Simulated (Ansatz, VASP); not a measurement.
Two plane-wave programs on Al4FeCo3

```
Al Co Fe
1.0
     2.85452    0.00000    0.00000
     0.00000    2.85452    0.00000
     0.00000    0.00000   11.43751
Al Co Fe
4 3 1
Direct
  0.00000 0.00000 0.87463
  0.00000 0.00000 0.12537
  0.00000 0.00000 0.37641
  0.00000 0.00000 0.62359
  0.50000 0.50000 0.00000
  0.50000 0.50000 0.24836
  0.50000 0.50000 0.75164
  0.50000 0.50000 0.50000
```

Alike in both runs: task single point; functional PBE; k mesh 8 × 8 × 2; occupations gaussian, width 0.2 eV; collinear spin.

|  | VASP | Ansatz |
| --- | --- | --- |
| version | VASP 6.6.1 | Ansatz 0.2.0 |
| potentials or method | VASP PAW PBE potentials, release 64 (Al, Co, Fe), cutoff 520 eV | scalar-relativistic, plane waves, PAW |
| valence electrons in the cell | 47 | 79 |

Ansatz gave:

```
gap on the k mesh at the Fermi level (eV)                     : none
pressure (GPa)                                                : 0.0
traceless stress, the component that is largest in VASP (GPa) : -0.22
rms of the force components (eV/Å)                            : 0.016
net moment per atom (μB)                                      : 0.03
size of the moment on the site where the two differ most (μB) : 0.05
```

Task: Estimate VASP's values.

Result: gap on the k mesh at the Fermi level (eV): none; pressure (GPa): 0.0; traceless stress, the component that is largest in VASP (GPa): -0.24; rms of the force components (eV/Å): 0.015; net moment per atom (μB): 0.03; size of the moment on the site where the two differ most (μB): 0.04.

Site moments also hang on the region over which each program counts them. Atom by atom the forces differ by 0.001 eV/Å (rms over components). A gap of «none» marks a metal or a gap that the smearing closes. VASP's potentials hold 47 valence electrons a cell and Ansatz's 79, so a difference there can come from the potentials and not from the codes.
